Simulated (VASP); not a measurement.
Crystal: MgRh.

```
Mg Rh
1.0
     3.09920    0.00000    0.00000
     0.00000    3.09920    0.00000
     0.00000    0.00000    3.09920
Mg Rh
1 1
Direct
  0.00000 0.00000 0.00000
  0.50000 0.50000 0.50000
```

Base run:

- Program: VASP 6.6.1
- Functional: LDA
- Potentials or basis: VASP PAW LDA potentials, release 64 (Mg, Rh_pv)
- Cutoff: 520 eV
- k mesh: 11 × 11 × 11
- Occupations: fermi-dirac, width 0.1 eV
- Spin: collinear spin, ferromagnetic start
- Starting moments: [0.0, 0.9] μB
- Fixed moment: 0.9 μB

Its results: pressure -4.0 GPa; site moments Mg +0.03; Rh +0.69 μB.

The run is repeated on the same cell with these changes: fixed moment from 0.9 μB to 1.6 μB; moments at the start from [0.0, 0.9] to [0.0, 1.6]. What comes out?

Pressure 1.8 GPa; site moments Mg +0.05; Rh +1.22 μB.

Caveats: the total moment is fixed, so each spin has its own Fermi level.
